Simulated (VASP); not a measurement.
# C2OH6 in VASP: relaxation of the atoms with PBE+D3(BJ)

Aim: the relaxation of the atoms of C2OH6 with PBE+D3(BJ).

All numbers are computed with VASP 6.6.1; they aren't measurements. Logs are shortened: lines on timing, memory, paths and dates and some standing lists are left out, and cuts for length are marked.

### 1 The cell of the first run

The cell holds a molecule in a box, 9 atoms: a = 15.064 Å, b = 14.500 Å, c = 15.000 Å, α = 90.00°, β = 90.00°, γ = 90.00°.

### 2 Relaxation of the atoms, PBE+D3(BJ)

Contents of INCAR:

```
SYSTEM = H6C2O
PREC     = Accurate       ! precision mode
ENCUT    = 520            ! plane-wave cutoff, eV
EDIFF    = 1E-6           ! SCF threshold, eV
ISMEAR   = 0              ! smearing method
SIGMA    = 0.005          ! smearing width, eV
LREAL    = .FALSE.        ! projectors in reciprocal space
LASPH    = .TRUE.         ! aspherical terms in the spheres
NELM     = 60             ! most SCF steps
ALGO     = Normal         ! electronic algorithm
ISIF     = 2              ! what is computed and relaxed
LWAVE    = .FALSE.        ! write WAVECAR
LCHARG   = .FALSE.        ! write CHGCAR
GGA      = PE             ! functional
IVDW     = 12             ! dispersion correction
IBRION   = 2              ! ionic algorithm
NSW      = 100            ! ionic steps
EDIFFG   = -0.01          ! ionic threshold
ISYM     = 0
```

Contents of KPOINTS:

```
regular mesh
0
G
  1 1 1
  0 0 0
```

Contents of POSCAR:

```
H6C2O
1.0
   15.0644904083      0.0000000000      0.0000000000
    0.0000000000     14.5000000000      0.0000000000
    0.0000000000      0.0000000000     15.0000000000
C O H
2 1 6
Direct
    0.5792603107      0.5157994100      0.4924309093
    0.4270254637      0.5100308408      0.4988039497
    0.4987578887      0.5313471733      0.4424112759
    0.5843245641      0.4439453306      0.5125404412
    0.5815713968      0.5625479482      0.5523912935
    0.6349030169      0.5321767514      0.4486184523
    0.4262520146      0.4374520518      0.5192152514
    0.3650969831      0.5228264175      0.4598840580
    0.4241169829      0.5564543643      0.5575887241
```

Potentials or basis: VASP PAW PBE potentials, release 64 (C, O, H).

Run with:

```bash
> cat potpaw_PBE.64/C/POTCAR potpaw_PBE.64/O/POTCAR potpaw_PBE.64/H/POTCAR > POTCAR
> mpirun -np 1 vasp_gam > vasp.out
```

OUTCAR:

```text
SYSTEM = H6C2O
   PREC = Accurate
   ENCUT = 520
   EDIFF = 1E-6
   ISMEAR = 0
   LREAL = .FALSE.
   LASPH = .TRUE.
   NELM = 60
   ISIF = 2
   GGA = PE
   IVDW = 12
   IBRION = 2
   NSW = 100
   EDIFFG = -0.01
   ISYM = 0
 IVDW          = 12

 ion  position               nearest neighbor table
   1  0.579  0.516  0.492-   4 1.09   6 1.09   5 1.13   3 1.44
   2  0.427  0.510  0.499-   7 1.10   9 1.11   8 1.12   3 1.41
   3  0.499  0.531  0.442-   2 1.41   1 1.44
   4  0.584  0.444  0.513-   1 1.09
   5  0.582  0.563  0.552-   1 1.13
   6  0.635  0.532  0.449-   1 1.09
   7  0.426  0.437  0.519-   2 1.10
   8  0.365  0.523  0.460-   2 1.12
   9  0.424  0.556  0.558-   2 1.11

IMPORTANT INFORMATION: All symmetrisations will be switched off!
NOSYMM: (Re-)initialisation of all symmetry stuff for point group C_1.

----------------------------------------------------------------------------------------

                                     Primitive cell

  volume of cell :    3276.5267

  direct lattice vectors                    reciprocal lattice vectors
    15.064490408  0.000000000  0.000000000     0.066381270  0.000000000  0.000000000
     0.000000000 14.500000000  0.000000000     0.000000000  0.068965517  0.000000000
     0.000000000  0.000000000 15.000000000     0.000000000  0.000000000  0.066666667

  length of vectors
    15.064490408 14.500000000 15.000000000     0.066381270  0.068965517  0.066666667

  position of ions in fractional coordinates (direct lattice)
     0.579260311  0.515799410  0.492430909
     0.427025464  0.510030841  0.498803950
     0.498757889  0.531347173  0.442411276
     0.584324564  0.443945331  0.512540441
     0.581571397  0.562547948  0.552391294
     0.634903017  0.532176751  0.448618452
     0.426252015  0.437452052  0.519215251
     0.365096983  0.522826417  0.459884058
     0.424116983  0.556454364  0.557588724

  ion indices of the primitive-cell ions
   primitive index   ion index
                 1           1
                 2           2
                 3           3
                 4           4
                 5           5
                 6           6
                 7           7
                 8           8
                 9           9

----------------------------------------------------------------------------------------

 KPOINTS: regular mesh

Automatic generation of k-mesh.
 Grid dimensions read from file:
 generate k-points for:    1    1    1

 Generating k-lattice:

  Cartesian coordinates                     Fractional coordinates (reciprocal lattice)
[... 31 lines left out ...]
   LNONCOLLINEAR =      F non collinear calculations
   LSORBIT =      F    spin-orbit coupling
   LASPH  =      T    aspherical Exc in radial PAW
   ENCUT  =  520.0 eV  38.22 Ry    6.18 a.u.  28.01 26.96 27.89*2*pi/ulx,y,z
   NELM   =     60;   NELMIN=  2; NELMDL= -5     # of ELM steps
   EDIFF  = 0.1E-05   stopping-criterion for ELM
   LREAL  =      F    real-space projection
   EDIFFG = -.1E-01   stopping-criterion for IOM
   NSW    =    100    number of steps for IOM
   IBRION =      2    ionic relax: 0-MD 1-quasi-New 2-CG
   NFREE  =      1    steps in history (QN), initial steepest desc. (CG)
   ISIF   =      2    stress and relaxation
   ISYM   =      0    0-nonsym 1-usesym 2-fastsym
   POTIM  = 0.5000    time-step for ionic-motion
   TEBEG  =    0.0;   TEEND  =   0.0 temperature during run
   PSTRESS=    0.0 pullay stress
   NELECT =      20.0000    total number of electrons
   NUPDOWN=      -1.0000    fix difference up-down
   EMIN   =  10.00;   EMAX   =-10.00  energy-range for DOS
   EFERMI =   0.00;   METHOD = LEGACY
   ISMEAR =     0;   SIGMA  =   0.01  broadening in eV -4-tet -1-fermi 0-gaus
   EFERMI_NEDOS =   21; number of points for ismear=-14 and -15
   IALGO  =     38    algorithm
   IMIX   =      4    mixing-type and parameters
     AMIX     =   0.40;   BMIX     =  1.00
     AMIX_MAG =   1.60;   BMIX_MAG =  1.00
  volume/ion in A,a.u.               =     364.06      2456.79
  Fermi-wavevector in a.u.,A,eV,Ry     =   0.299190  0.565387  1.217920  0.089515
  Thomas-Fermi vector in A             =   1.166346
   LORBIT       =      0    0 simple, 1 ext, 2 COOP (PROOUT), +10 PAW based schemes
   GGA     = PE    functional components
   LHFCALC =     F    Hartree Fock is set to
   AEXX    =    0.0000 exact exchange contribution
   IVDW    =    12    specifies the selected vdW correction
   LEPSILON=     F    determine dielectric tensor
   LRPA    =     F    only Hartree local field effects (RPA)
 conjugate gradient relaxation of ions
 non-spin polarized calculation
 Gauss-broadening in eV      SIGMA  =   0.01
  energy-cutoff  :      520.00
  volume of cell :     3276.53
 maximum number of plane-waves:     44082
   NGX = 57   NGY = 53   NGZ = 55

--------------------------------------- Ionic step        1  -------------------------------------------

 number of electron      19.9999995 magnetization

 Free energy of the ion-electron system (eV)
  ---------------------------------------------------
  ext. energy  EPLUGINS =         0.00000000
  ---------------------------------------------------
  free energy    TOTEN  =       -46.33628581 eV

  energy without entropy =      -46.33628581  energy(sigma->0) =      -46.33628581

------------------------ aborting loop because EDIFF is reached ----------------------------------------

 Edisp (eV)   -0.11319

 E8    (eV) :    -0.0301
[... 126 lines left out ...]
  FREE ENERGIE OF THE ION-ELECTRON SYSTEM (eV)
  ---------------------------------------------------
  free  energy   TOTEN  =       -46.4918413130 eV

  energy  without entropy=      -46.4918413130  energy(sigma->0) =      -46.49184131

[... ionic steps 4 to 22 ...]

--------------------------------------- Ionic step       23  -------------------------------------------

 number of electron      20.0000001 magnetization

------------------------ aborting loop because EDIFF is reached ----------------------------------------
[... 89 lines left out ...]
--------------------------------------- Ionic step       25  -------------------------------------------

 number of electron      20.0000002 magnetization

 Free energy of the ion-electron system (eV)
  ---------------------------------------------------
  ext. energy  EPLUGINS =         0.00000000
  ---------------------------------------------------
  free energy    TOTEN  =       -46.39602631 eV

  energy without entropy =      -46.39602631  energy(sigma->0) =      -46.39602631

 E-fermi :  -5.7551     XC(G=0):  -0.3812

 val. band max:       -5.7947818852   @ k =   0.0000   0.0000   0.0000
 cond. band min:      -0.4815447849   @ k =   0.0000   0.0000   0.0000
 fundamental gap:      5.3132371003
 Fermi energy:        -5.7550758069

 k-point     1 :       0.0000    0.0000    0.0000
  band No.  band energies     occupation
      1     -25.7148      2.00000
      2     -17.7091      2.00000
      3     -15.5632      2.00000
      4     -11.6328      2.00000
      5     -11.3701      2.00000
      6     -11.2856      2.00000
      7      -9.4381      2.00000
      8      -8.9917      2.00000
      9      -7.5236      2.00000
     10      -5.7948      2.00000
     11      -0.4815      0.00000
     12       0.1513      0.00000
     13       0.2732      0.00000
     14       0.2887      0.00000
     15       0.3792      0.00000
[... 38 lines left out ...]
  FREE ENERGIE OF THE ION-ELECTRON SYSTEM (eV)
  ---------------------------------------------------
  free  energy   TOTEN  =       -46.5083777173 eV

  energy  without entropy=      -46.5083777173  energy(sigma->0) =      -46.50837772

 reached required accuracy - stopping structural energy minimisation
```

OSZICAR:

```text
N       E                     dE             d eps       ncg     rms          rms(c)
DAV:   1     0.126639055232E+03    0.12664E+03   -0.48867E+03    46   0.676E+02
DAV:   2     0.231595362255E+02   -0.10348E+03   -0.10295E+03    44   0.157E+02
DAV:   3    -0.407926060470E+02   -0.63952E+02   -0.63554E+02    52   0.865E+01
DAV:   4    -0.506538574360E+02   -0.98613E+01   -0.98596E+01    30   0.399E+01
[... 221 lines left out ...]
  24 F= -.46508363E+02 E0= -.46508363E+02  d E =-.464231E-04
       N       E                     dE             d eps       ncg     rms          rms(c)
DAV:   1    -0.463960246685E+02   -0.22996E-04   -0.19018E-03    30   0.378E-01    0.116E-02
DAV:   2    -0.463960261974E+02   -0.15289E-05   -0.40526E-05    44   0.523E-02    0.774E-03
DAV:   3    -0.463960263053E+02   -0.10791E-06   -0.27450E-06    37   0.148E-02
  25 F= -.46508378E+02 E0= -.46508378E+02  d E =-.143673E-04
```

It took 35 min on 1 thread of Intel Xeon Platinum 8259CL at 2.50GHz (Skylake/Cascade Lake), shared host; peak memory 1.9 GiB.

What came out:

- Free energy: -46.5084 eV
- Energy gained by relaxing: 6.5 meV/atom
- Ionic steps: 25
- Largest force after relaxing: 0.010 eV/Å
- Gap between the frontier levels: 5.31 eV
- Dispersion energy per atom: -0.012 eV

Forces in eV/Å, atoms in the order of the input:
```
C    0.001 -0.003  0.005
C   -0.001  0.001 -0.001
O    0.008 -0.004 -0.004
H   -0.003  0.004 -0.003
H    0.002  0.000  0.000
H    0.003  0.001 -0.003
H    0.000  0.000  0.000
H   -0.007 -0.001  0.000
H   -0.003  0.000  0.005
```

Step by step:
| step | energy change (eV) | largest force (eV/Å) | pressure (GPa) |
| --- | --- | --- | --- |
| 1 | 0.0000 | 1.6004 | -0.01 |
| 2 | 0.2058 | 4.4889 | 0.03 |
| 3 | -0.0424 | 0.3490 | 0.00 |
| 4 | -0.0502 | 0.2825 | 0.00 |
| 5 | -0.0502 | 0.2909 | 0.00 |
| 6 | -0.0516 | 0.4198 | 0.00 |
| 7 | -0.0530 | 0.1362 | 0.00 |
| 8 | -0.0547 | 0.0749 | -0.01 |
| 9 | -0.0547 | 0.0869 | -0.01 |
| 10 | -0.0554 | 0.1191 | -0.01 |
| 11 | -0.0554 | 0.1323 | -0.01 |
| 12 | -0.0560 | 0.1013 | 0.00 |
| 13 | -0.0566 | 0.0877 | 0.00 |
| 14 | -0.0566 | 0.1104 | 0.00 |
| 15 | -0.0573 | 0.0586 | 0.00 |
| 16 | -0.0577 | 0.1139 | 0.00 |
| 17 | -0.0582 | 0.0765 | 0.00 |
| 18 | -0.0586 | 0.0511 | 0.00 |
| 19 | -0.0587 | 0.0298 | -0.01 |
| 20 | -0.0587 | 0.0388 | -0.01 |
| 21 | -0.0588 | 0.0235 | -0.01 |
| 22 | -0.0588 | 0.0283 | -0.01 |
| 23 | -0.0589 | 0.0130 | -0.01 |
| 24 | -0.0589 | 0.0242 | -0.01 |
| 25 | -0.0589 | 0.0100 | -0.01 |

Final structure:
```
C O H
1.0
    15.06449    0.00000    0.00000
     0.00000   14.50000    0.00000
     0.00000    0.00000   15.00000
C O H
2 1 6
Direct
  0.58006 0.51639 0.49211
  0.42436 0.51062 0.49844
  0.49958 0.53079 0.44484
  0.58682 0.44380 0.51389
  0.58418 0.56121 0.55169
  0.63465 0.53338 0.44665
  0.42434 0.43776 0.52040
  0.36530 0.52348 0.45757
  0.42201 0.55516 0.55829
```

Levels at points of the mesh, in eV from the valence-band top:
```
           k point  band 8  band 9  band 10  band 11  band 12  band 13
(0.00, 0.00, 0.00)   -3.20   -1.73     0.00     5.31     5.95     6.07
```
